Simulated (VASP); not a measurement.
Runs of VASP 6.6.1 on Na. The structure is that of space group Im-3m (No. 229), or close to it. The cells are those of the table. 

```csv
cell,gap on the mesh (eV),pressure (GPa)
"a = 3.576 Å, angles 109.9, 109.9, 108.6°, 1 atom",none,0.4
"a = 3.649 Å, angles 109.1, 109.1, 110.3°, 1 atom",none,-0.1
"a = 3.631 Å, angles 109.9, 109.9, 108.7°, 1 atom",none,-0.1
"a = 3.594 Å, angles 109.1, 109.1, 110.3°, 1 atom",none,0.3
"a = 3.595 Å, angles 110.3, 110.3, 107.8°, 1 atom",none,0.3
"a = 3.558 Å, angles 109.5°, 1 atom",none,0.5
"a = 3.741 Å, angles 109.9, 109.9, 108.7°, 1 atom",none,(a)
"a = 3.723 Å, angles 109.5°, 1 atom",none,-0.5
```

Alike in all rows: task single point; level PBE; potentials or basis VASP PAW PBE potentials, release 64 (Na_pv); no spin polarisation; k mesh 16 × 16 × 16; cutoff (eV) 520; smearing gaussian 0.15 eV.

Fill in the values left out.

(a) -0.6.

A gap of «none» marks levels without a gap at the run's occupations.
